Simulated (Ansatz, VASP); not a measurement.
Two plane-wave programs on LiH

```
Li H
1.0
     0.00000    1.97055    2.00299
     1.97055    0.00000    2.00299
     1.97055    1.97055    0.00000
Li H
1 1
Cartesian
  0.0000 0.0000 0.0000
  1.9705 1.9705 2.0030
```

Change from the starting cell: biaxial_xy strain -1.6%.

Alike in both runs: task single point; functional r2SCAN; k mesh 10 × 10 × 10; no spin polarisation.

|  | VASP | Ansatz |
| --- | --- | --- |
| version | VASP 6.6.1 | Ansatz 0.2.0 |
| potentials or method | VASP PAW PBE potentials, release 64 (Li_sv, H) | plane waves, PAW |
| plane-wave cutoff (eV) | 520 | 500 |
| occupations | gaussian, width 0.01 eV | fixed |
| valence electrons in the cell | 4 | 4 |

```tsv
	VASP	Ansatz	Ansatz less VASP
gap on the k mesh at the Fermi level (eV)	3.36	3.41	+0.048
```

VASP's potentials were made for PBE, not for r2SCAN.

Noted on VASP's run: the cutoff is under 1.25 times that of the potentials, so the pressure is a little rough.
